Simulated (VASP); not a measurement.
# GaSb (so) (F-43m) in VASP: further runs

GaSb (so) is run at these levels: PBE; tasks: single point.

Everything below comes from runs of VASP 6.6.1. Logs are shortened: lines on timing, memory, paths and dates and some standing lists are left out, and cuts for length are marked.

**1. The cell of the first run**

It takes space group F-43m (No. 216, cubic). The conventional cell has a = 6.216 Å, b = 6.216 Å, c = 6.216 Å, α = 90.00°, β = 90.00°, γ = 90.00°. Ga (site symmetry -43m) has 4 Sb at 2.69 Å within 3.5 Å. Within 3.5 Å of Sb (site symmetry -43m) lie 4 Ga at 2.69 Å.

**2. Single point, PBE, non-collinear spin, zero start, spin-orbit coupling**

Contents of INCAR:

```
SYSTEM = GaSb
ALGO     = Normal         ! electronic algorithm
EDIFF    = 1E-7           ! SCF threshold, eV
ENCUT    = 520            ! plane-wave cutoff, eV
GGA      = PE             ! functional
GGA_COMPAT= .False.      
ISIF     = 2              ! what is computed and relaxed
ISMEAR   = 0              ! smearing method
LASPH    = .True.         ! aspherical terms in the spheres
LCHARG   = .False.        ! write CHGCAR
LORBIT   = 11             ! projections on sites
LORBMOM  = .True.       
LREAL    = .False.        ! projectors in reciprocal space
LSORBIT  = .True.         ! spin-orbit coupling
LWAVE    = .False.        ! write WAVECAR
MAGMOM   = 0 0 0 0 0 0    ! initial moments
NBANDS   = 30             ! bands
NELM     = 150            ! most SCF steps
PREC     = Accurate       ! precision mode
SIGMA    = 0.1            ! smearing width, eV
```

Contents of KPOINTS:

```
k-points
0
Gamma
  12 12 12
  0 0 0
```

Contents of POSCAR:

```
GaSb
1.0
    0.0000000000      3.1079603751      3.1079603751
    3.1079603751      0.0000000000      3.1079603751
    3.1079603751      3.1079603751      0.0000000000
Ga Sb
1 1
Direct
    0.0000000000      0.0000000000      0.0000000000
    0.2500000000      0.2500000000      0.2500000000
```

Potentials or basis: VASP PAW PBE potentials, release 64 (Ga_d, Sb).

Started as:

```bash
> cat potpaw_PBE.64/Ga_d/POTCAR potpaw_PBE.64/Sb/POTCAR > POTCAR
> mpirun -np 1 vasp_ncl > vasp.out
```

OUTCAR:

```text
SYSTEM = GaSb
   EDIFF = 1E-7
   ENCUT = 520
   GGA = PE
   ISIF = 2
   ISMEAR = 0
   LASPH = .True.
   LORBIT = 11
   LREAL = .False.
   LSORBIT = .True.
   NELM = 150
   PREC = Accurate

 ion  position               nearest neighbor table
   1  0.000  0.000  0.000-   2 2.69   2 2.69   2 2.69   2 2.69
   2  0.250  0.250  0.250-   1 2.69   1 2.69   1 2.69   1 2.69

  LATTYP: Found a face centered cubic cell.
 ALAT       =     6.2159207502

  Lattice vectors:

 A1 = (   0.0000000000,   3.1079603751,   3.1079603751)
 A2 = (   3.1079603751,   0.0000000000,   3.1079603751)
 A3 = (   3.1079603751,   3.1079603751,   0.0000000000)

Analysis of symmetry for initial positions (statically):
=====================================================================
 Subroutine PRICEL returns:
 Original cell was already a primitive cell.

 Routine SETGRP: Setting up the symmetry group for a
 face centered cubic supercell.

 Subroutine GETGRP returns: Found 24 space group operations
 (whereof 24 operations were pure point group operations)
 out of a pool of 48 trial point group operations.

The static configuration has the point symmetry T_d .

Analysis of symmetry for dynamics (positions and initial velocities):
=====================================================================
 Subroutine PRICEL returns:
 Original cell was already a primitive cell.

 Routine SETGRP: Setting up the symmetry group for a
 face centered cubic supercell.

 Subroutine GETGRP returns: Found 24 space group operations
 (whereof 24 operations were pure point group operations)
 out of a pool of 48 trial point group operations.

The dynamic configuration has the point symmetry T_d .

Analysis of structural, dynamic, and magnetic symmetry:
=====================================================================
 Subroutine PRICEL returns:
 Original cell was already a primitive cell.

 Routine SETGRP: Setting up the symmetry group for a
 face centered cubic supercell.

 Subroutine GETGRP returns: Found 24 space group operations
 (whereof 24 operations were pure point group operations)
 out of a pool of 48 trial point group operations.

The overall configuration has the point symmetry T_d .

 Subroutine INISYM returns: Found 24 space group operations
 (whereof 24 operations are pure point group operations),
 and found     1 'primitive' translations

----------------------------------------------------------------------------------------

                                     Primitive cell

  volume of cell :      60.0422

  direct lattice vectors                    reciprocal lattice vectors
     0.000000000  3.107960375  3.107960375    -0.160877212  0.160877212  0.160877212
     3.107960375  0.000000000  3.107960375     0.160877212 -0.160877212  0.160877212
     3.107960375  3.107960375  0.000000000     0.160877212  0.160877212 -0.160877212

  length of vectors
     4.395319714  4.395319714  4.395319714     0.278647505  0.278647505  0.278647505

  position of ions in fractional coordinates (direct lattice)
     0.000000000  0.000000000  0.000000000
     0.250000000  0.250000000  0.250000000

  ion indices of the primitive-cell ions
   primitive index   ion index
                 1           1
                 2           2

----------------------------------------------------------------------------------------

 KPOINTS: k-points

Automatic generation of k-mesh.
 Grid dimensions read from file:
 generate k-points for:   12   12   12

 Generating k-lattice:

  Cartesian coordinates                     Fractional coordinates (reciprocal lattice)
    -0.013406434  0.013406434  0.013406434     0.083333333  0.000000000  0.000000000
     0.013406434 -0.013406434  0.013406434     0.000000000  0.083333333  0.000000000
     0.013406434  0.013406434 -0.013406434     0.000000000  0.000000000  0.083333333

  Length of vectors
[... 87 lines left out ...]
  energy-cutoff  :      520.00
  volume of cell :       60.04
 maximum number of plane-waves:      3278
 NGX is ok and might be reduce to    36
   NGX = 17   NGY = 17   NGZ = 17

 number of electron      17.9999991 magnetization      -0.0000000     -0.0000000      0.0000000

 number of electron      17.9999991 magnetization       0.0000000      0.0000000     -0.0000000

 number of electron      17.9999991 magnetization       0.0000000      0.0000000      0.0000000

 Free energy of the ion-electron system (eV)
  ---------------------------------------------------
  ext. energy  EPLUGINS =         0.00000000
  ---------------------------------------------------
  free energy    TOTEN  =        -7.44133362 eV

  energy without entropy =       -7.44111594  energy(sigma->0) =       -7.44122478

 E-fermi :   4.6089     XC(G=0):  -8.8818

 val. band max:        4.4948943906   @ k =   0.0833   0.0000   0.0000
 cond. band min:       4.6145078814   @ k =   0.0000   0.0000   0.0000
 fundamental gap:      0.1196134908
 Fermi energy:         4.6088579621

 k-point     1 :       0.0000    0.0000    0.0000
  band No.  band energies     occupation
      1     -10.8099      1.00000
      2     -10.8099      1.00000
      3     -10.8099      1.00000
      4     -10.8099      1.00000
      5     -10.3705      1.00000
      6     -10.3705      1.00000
[... 781 lines left out ...]
     29      13.0682      0.00000
     30      13.0973      0.00000

 [... further k-points ...]
[... 5 lines left out ...]
  --------------------------------------------------------------------------------------
  -------------------------------------------------------------------------------------
  Total        0.0336604      0.0336604      0.0336604      0.0000000      0.0000000     -0.0000000
  in kB        0.8982018      0.8982018      0.8982018      0.0000000      0.0000000     -0.0000000
  external PRESSURE =       0.8982018 kB  Pullay stress =       0.0000000 kB

 VOLUME and BASIS-vectors are now :
 -----------------------------------------------------------------------------
  energy-cutoff  :      520.00
  volume of cell :       60.04
      direct lattice vectors                 reciprocal lattice vectors
     0.000000000  3.107960375  3.107960375    -0.160877212  0.160877212  0.160877212
     3.107960375  0.000000000  3.107960375     0.160877212 -0.160877212  0.160877212
     3.107960375  3.107960375  0.000000000     0.160877212  0.160877212 -0.160877212

 POSITION                                       TOTAL-FORCE (eV/Angst)
 -----------------------------------------------------------------------------------
      0.00000      0.00000      0.00000        -0.000000     -0.000000     -0.000000
      1.55398      1.55398      1.55398         0.000000      0.000000      0.000000
 -----------------------------------------------------------------------------------
    total drift:                               -0.000000     -0.000000     -0.000000

  FREE ENERGIE OF THE ION-ELECTRON SYSTEM (eV)
  ---------------------------------------------------
  free  energy   TOTEN  =        -7.4413336228 eV

  energy  without entropy=       -7.4411159369  energy(sigma->0) =       -7.44122478

 orbital moment (x)

 # of ion     p       d       tot
 ----------------------------------------
  1        -0.000  -0.000  -0.000
  2         0.000   0.000   0.000
 ----------------------------------------
           -0.000  -0.000  -0.000

 orbital moment (y)

 # of ion     p       d       tot
 ----------------------------------------
  1        -0.000   0.000  -0.000
  2         0.000  -0.000   0.000
 ----------------------------------------
            0.000   0.000   0.000

 orbital moment (z)

 # of ion     p       d       tot
 ----------------------------------------
  1         0.000   0.000   0.000
  2         0.000   0.000   0.000
 ----------------------------------------
            0.000   0.000   0.000

 Spin-Orbit-Coupling matrix elements

 Ion:    1  E_soc:     -0.0124823
 l=   1
     0.0000000    -0.0012708    -0.0012708
    -0.0012708     0.0000000    -0.0012708
    -0.0012708    -0.0012708     0.0000000
 l=   2
     0.0000000    -0.0001519     0.0000000    -0.0001519    -0.0006577
    -0.0001519     0.0000000    -0.0004933    -0.0001519    -0.0001644
     0.0000000    -0.0004933     0.0000000    -0.0004933     0.0000000
    -0.0001519    -0.0001519    -0.0004933     0.0000000    -0.0001644
    -0.0006577    -0.0001644     0.0000000    -0.0001644     0.0000000
 l=   3
     0.0000000     0.0000000     0.0000000     0.0000000     0.0000000     0.0000000     0.0000000
     0.0000000     0.0000000     0.0000000     0.0000000     0.0000000     0.0000000     0.0000000
     0.0000000     0.0000000     0.0000000     0.0000000     0.0000000     0.0000000     0.0000000
     0.0000000     0.0000000     0.0000000     0.0000000     0.0000000     0.0000000     0.0000000
     0.0000000     0.0000000     0.0000000     0.0000000     0.0000000     0.0000000     0.0000000
     0.0000000     0.0000000     0.0000000     0.0000000     0.0000000     0.0000000     0.0000000
     0.0000000     0.0000000     0.0000000     0.0000000     0.0000000     0.0000000     0.0000000

 Ion:    2  E_soc:     -0.1259889
 l=   1
     0.0000000    -0.0208662    -0.0208662
    -0.0208662     0.0000000    -0.0208662
    -0.0208662    -0.0208662     0.0000000
 l=   2
     0.0000000    -0.0000514     0.0000000    -0.0000514    -0.0000806
    -0.0000514     0.0000000    -0.0000605    -0.0000514    -0.0000202
     0.0000000    -0.0000605     0.0000000    -0.0000605     0.0000000
    -0.0000514    -0.0000514    -0.0000605     0.0000000    -0.0000202
    -0.0000806    -0.0000202     0.0000000    -0.0000202     0.0000000
 l=   3
     0.0000000     0.0000000     0.0000000     0.0000000     0.0000000     0.0000000     0.0000000
     0.0000000     0.0000000     0.0000000     0.0000000     0.0000000     0.0000000     0.0000000
     0.0000000     0.0000000     0.0000000     0.0000000     0.0000000     0.0000000     0.0000000
     0.0000000     0.0000000     0.0000000     0.0000000     0.0000000     0.0000000     0.0000000
     0.0000000     0.0000000     0.0000000     0.0000000     0.0000000     0.0000000     0.0000000
     0.0000000     0.0000000     0.0000000     0.0000000     0.0000000     0.0000000     0.0000000
     0.0000000     0.0000000     0.0000000     0.0000000     0.0000000     0.0000000     0.0000000

 total charge

# of ion       s       p       d       tot
------------------------------------------
    1        0.914   0.720   9.957  11.591
    2        1.135   1.312   0.025   2.471
--------------------------------------------------
tot          2.049   2.031   9.982  14.062

 magnetization (x)

# of ion       s       p       d       tot
------------------------------------------
    1        0.000   0.000  -0.000   0.000
    2        0.000  -0.000   0.000  -0.000
--------------------------------------------------
tot          0.000   0.000   0.000   0.000

 magnetization (y)

# of ion       s       p       d       tot
------------------------------------------
    1        0.000   0.000  -0.000   0.000
    2        0.000   0.000   0.000   0.000
--------------------------------------------------
tot          0.000   0.000  -0.000   0.000

 magnetization (z)

# of ion       s       p       d       tot
------------------------------------------
    1       -0.000  -0.000  -0.000  -0.000
    2        0.000  -0.000   0.000  -0.000
--------------------------------------------------
tot         -0.000  -0.000   0.000  -0.000
```

It took 6.9 min on 1 thread of Intel Xeon Platinum 8375C at 2.90GHz (Ice Lake), shared host; peak memory 0.58 GiB.

Results:

| Item | Value |
| --- | --- |
| Free energy | -7.4413 eV |
| Pressure | 0.1 GPa |
| Net moment | 0.00 μB per cell |
| Valence electrons inside the program's atomic spheres | Ga 11.59; Sb 2.47 |

Moments on the atoms (μB; x, y, z):
```
Ga  0.00 0.00 0.00
Sb  0.00 0.00 0.00
```

**3. Single point, PBE, non-collinear spin, zero start, spin-orbit coupling**

Contents of INCAR:

```
PREC = Accurate ; ENCUT = 520
EDIFF = 1E-6 ; ISMEAR = 0
SIGMA = 0.1 ; LREAL = False
LASPH = True ; NELM = 150
ALGO = Normal ; ISIF = 2
LWAVE = False ; LCHARG = False
MAGMOM = 0 0 0 0 0 0 ; LORBIT = 11
LSORBIT = True ; GGA_COMPAT = False
LORBMOM = True ; GGA = PE
NBANDS = 30
```

Contents of KPOINTS:

```
Automatic mesh
0
Gamma
  12 12 12
```

POSCAR is that of step 2.

Potentials or basis: VASP PAW PBE potentials, release 64 (Ga_d, Sb).

Started as:

```bash
> cat potpaw_PBE.64/Ga_d/POTCAR potpaw_PBE.64/Sb/POTCAR > POTCAR
> mpirun -np 1 vasp_ncl > vasp.out
```

Wall time 6.2 min (1 thread of Intel Xeon Platinum 8375C at 2.90GHz (Ice Lake), shared host); peak memory 0.57 GiB.

It converged, with:

```yaml
Free_energy: -7.4413 eV
Pressure: 0.1 GPa
Net_moment: 0.00 μB per cell
Valence_electrons_inside_the_program's_atomic_spheres: Ga 11.59; Sb 2.47
```

Moments on the atoms (μB; x, y, z):
```
Ga  0.00 0.00 0.00
Sb  0.00 0.00 0.00
```
